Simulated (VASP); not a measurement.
Wanted: the native input for a VASP 6.6.1 run.

```yaml
Task: single point
Functional: PBE
Potentials_or_basis: VASP PAW PBE potentials, release 64 (Ge_d)
Cutoff: 520 eV
k_mesh: 6 × 6 × 6
Occupations: fermi-dirac, width 0.02 eV
Spin: no spin polarisation
Dipole_correction: no
Further_INCAR_settings: ALGO = Normal; EDIFF = 1e-07; NBANDS = 21
```

The structure of Ge lies in POSCAR:

```
Ge
1.0
    0.0000000000      2.6342058227      2.6342058227
    2.6342058227      0.0000000000      2.6342058227
    2.6342058227      2.6342058227      0.0000000000
Ge
2
Direct
    0.0000000000      0.0000000000      0.0000000000
    0.2500000000      0.2500000000      0.2500000000
```

One way to write it, as run:

INCAR

```
SYSTEM = Ge
PREC = Accurate
ENCUT = 520
EDIFF = 1E-7
ISMEAR = -1
SIGMA = 0.02
LREAL = .FALSE.
LASPH = .TRUE.
NELM = 60
ALGO = Normal
ISIF = 2
LWAVE = .FALSE.
LCHARG = .FALSE.
GGA = PE
NBANDS = 21
```

KPOINTS

```
Automatic mesh
0
G
  6 6 6
  0 0 0
```

Potentials or basis: VASP PAW PBE potentials, release 64 (Ge_d).

The run is started by

```bash
$ cat potpaw_PBE.64/Ge_d/POTCAR > POTCAR
$ mpirun -np 1 vasp_std > vasp.out
```

It gave:

```yaml
Pressure: 29.8 GPa
Band_gap_on_the_k_mesh: 0.33 eV, indirect (least direct gap 2.14 eV)
```

Wall time 8.8 s on 1 thread of Intel(R) Xeon(R) Platinum 8559C (Emerald Rapids) (shared host), peak memory 0.15 GiB.
